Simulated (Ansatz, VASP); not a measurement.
# One calculation of Sr, two programs

The input INCAR:

```
PREC     = Accurate       # precision mode
ENCUT    = 520            # plane-wave cutoff, eV
EDIFF    = 1E-6           # SCF threshold, eV
ISMEAR   = 0              # smearing method
SIGMA    = 0.15           # smearing width, eV
LREAL    = False          # projectors in reciprocal space
LASPH    = True           # aspherical terms in the spheres
NELM     = 60             # most SCF steps
ALGO     = Fast           # electronic algorithm
ISIF     = 2              # what is computed and relaxed
LWAVE    = False          # write WAVECAR
LCHARG   = False          # write CHGCAR
NBANDS   = 17             # bands
```

The input KPOINTS:

```
Automatic mesh
0
Gamma
  12 12 8
```

Contents of POSCAR:

```
Sr
1.0
    4.1980417077      0.0000000000      0.0000000000
   -2.0990208539      3.5528298300      0.0000000000
    0.0000000000      0.0000000000      6.7154259278
Sr
2
Direct
    0.3333333333      0.6666666667      0.2500000000
    0.6666666667      0.3333333333      0.7500000000
```

Input for Ansatz:

```yaml
crystal:
  lattice:
    - [4.1980417077, 0.0, 0.0]
    - [-2.0990208539, 3.55282983, 0.0]
    - [0.0, 0.0, 6.7154259278]
  atoms:
    - { symbol: Sr, position: [0.3333333333, 0.6666666667, 0.25] }
    - { symbol: Sr, position: [0.6666666667, 0.3333333333, 0.75] }
basis:
  ecutwfc: 420
kpoints:
  mp_grid: { grid: [12, 12, 8] }
hamiltonian:
  xc: lda
scf:
  occupations: { method: gaussian, width: 0.15 }
output:
  forces: true
  stress: true
  eigenvalues: true
  write_density: true
  write_potential: true
  elf: true
  volumetric_format: npy
```

Change from the starting cell: mode 4 frozen in at +0.000 Å, normal strain along x +0.0233.

Alike in both runs: task single point; functional LDA; k mesh 12 × 12 × 8; occupations gaussian, width 0.15 eV; no spin polarisation.

|  | VASP | Ansatz |
| --- | --- | --- |
| version | VASP 6.6.1 | Ansatz 0.2.0 |
| potentials or method | VASP PAW LDA potentials, release 64 (Sr_sv), cutoff 520 eV | scalar-relativistic, plane waves, PAW |
| valence electrons in the cell | 20 | 20 |

Ansatz gave:

- gap on the k mesh at the Fermi level (eV): none
- pressure (GPa): -0.3
- traceless stress, the component that is largest in VASP (GPa): -0.32
- rms of the force components (eV/Å): 0.013

Task: Estimate VASP's values.

Result: gap on the k mesh at the Fermi level (eV): none; pressure (GPa): -0.3; traceless stress, the component that is largest in VASP (GPa): -0.33; rms of the force components (eV/Å): 0.014.

LDA's correlation is that of Perdew and Zunger in VASP and of Perdew and Wang (1992) in Ansatz. Atom by atom the forces differ by 0.000 eV/Å (rms over components). A gap of «none» marks a metal or a gap that the smearing closes.
